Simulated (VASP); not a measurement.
## PbS: relaxation of cell and atoms with PBE+D3(BJ)

The system is PbS.

```
Pb S
1.0
     0.00000    2.96575    2.96575
     2.96575    0.00000    2.96575
     2.96575    2.96575    0.00000
Pb S
1 1
Direct
  0.00000 0.00000 0.00000
  0.50000 0.50000 0.50000
```

```json
{
  "Program": "VASP 6.6.1",
  "Task": "relaxation of cell and atoms",
  "Functional": "PBE",
  "Dispersion": "D3(BJ)",
  "Potentials or basis": "VASP PAW PBE potentials, release 64 (Pb_d, S)",
  "Cutoff": "500 eV",
  "k mesh": "6 × 6 × 6",
  "Occupations": "gaussian, width 0.01 eV",
  "Spin": "no spin polarisation",
  "Dipole correction": "no",
  "Further INCAR settings": "ALGO = Normal; EDIFF = 1e-07; IBRION = 2; EDIFFG = -0.03; NSW = 80; ISIF = 3"
}
```

```
Pressure after relaxing    : 0.0 GPa
Band gap on the k mesh     : 0.37 eV
Dispersion energy per atom : -0.347 eV
```

Final structure:
```
Pb S
1.0
     0.00000    2.96575    2.96575
     2.96575    0.00000    2.96575
     2.96575    2.96575    0.00000
Pb S
1 1
Cartesian
  0.0000 0.0000 0.0000
  2.9657 2.9657 2.9657
```

Levels at points of the mesh, in eV from the valence-band top:
```csv
k point,band 7,band 8,band 9,band 10,band 11,band 12,band 13,band 14
"(0.00, 0.00, 0.00)",-6.04,-2.17,-2.17,-2.17,5.21,5.21,5.21,6.73
"(0.50, 0.00, 0.00)",-8.85,-1.78,-1.78,0.00,0.37,1.96,1.96,8.66
"(0.50, 0.50, 0.00)",-7.20,-5.20,-3.44,-3.44,3.86,5.58,5.68,5.68
```

Run time: 10 s on 1 thread of Intel(R) Xeon(R) Platinum 8488C (Sapphire Rapids), with other jobs on the host, peak memory 0.18 GiB.

Caveat: the relaxation stopped at its first step, so nothing moved; spin-orbit coupling is left out, which moves the levels of the heavy elements. A k mesh can miss the band edges.
